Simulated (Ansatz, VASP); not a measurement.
# Ag: VASP beside Ansatz

```xyz
2
Lattice="2.9452 0.0000 0.0000 -1.4726 2.5506 0.0000 0.0000 0.0000 4.7693" Properties=species:S:1:pos:R:3 pbc="T T T"
Ag    0.0000    1.7004    1.1923
Ag    1.4726    0.8502    3.5770
```

Alike in both runs: task single point; functional PBE; k mesh 14 × 14 × 8; occupations fermi-dirac, width 0.1 eV; no spin polarisation.

|  | VASP | Ansatz |
| --- | --- | --- |
| version | VASP 6.6.1 | Ansatz 0.2.0 |
| potentials or method | VASP PAW PBE potentials, release 64 (Ag), cutoff 520 eV | plane waves (420 eV) with PAW, scalar-relativistic |
| valence electrons in the cell | 22 | 38 |

|  | VASP | Ansatz | Ansatz less VASP |
| --- | --- | --- | --- |
| pressure (GPa) | -0.2 | -0.1 | +0.12 |
| traceless stress, the component that is largest in VASP (GPa) | 0.44 | 0.45 | +0.010 |

VASP's potentials hold 22 valence electrons a cell and Ansatz's 38, so a difference there can come from the potentials and not from the codes.
